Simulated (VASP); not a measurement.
A run of VASP 6.6.1 is set up as follows.

Contents of INCAR:

```
SYSTEM = Cr
PREC = Accurate
ENCUT = 520
EDIFF = 1E-6
ISMEAR = 0
SIGMA = 0.05
LREAL = .False.
LASPH = .True.
NELM = 150
ALGO = Normal
ISIF = 2
LWAVE = .False.
LCHARG = .False.
ISPIN = 2
MAGMOM = 0.05
LORBIT = 11
LMAXMIX = 4
GGA = PE
NBANDS = 16
```

File KPOINTS:

```
regular mesh
0
Gamma
  22 22 22
  0 0 0
```

POSCAR

```
Cr
1.0
   -1.4241107220      1.4241107220      1.4241107220
    1.4241107220     -1.4241107220      1.4241107220
    1.4241107220      1.4241107220     -1.4241107220
Cr
1
Direct
    0.0000000000      0.0000000000      0.0000000000
```

Potentials or basis: VASP PAW PBE potentials, release 64 (Cr_pv).

Run with:

```console
$ cat potpaw_PBE.64/Cr_pv/POTCAR > POTCAR
$ mpirun -np 1 vasp_std > vasp.out
```

(1) What does it give for the net moment?

(2) Estimate the band gap on the k mesh.

Results:

(1) 0.00 μB per cell.

(2) zero (filled and empty bands overlap).
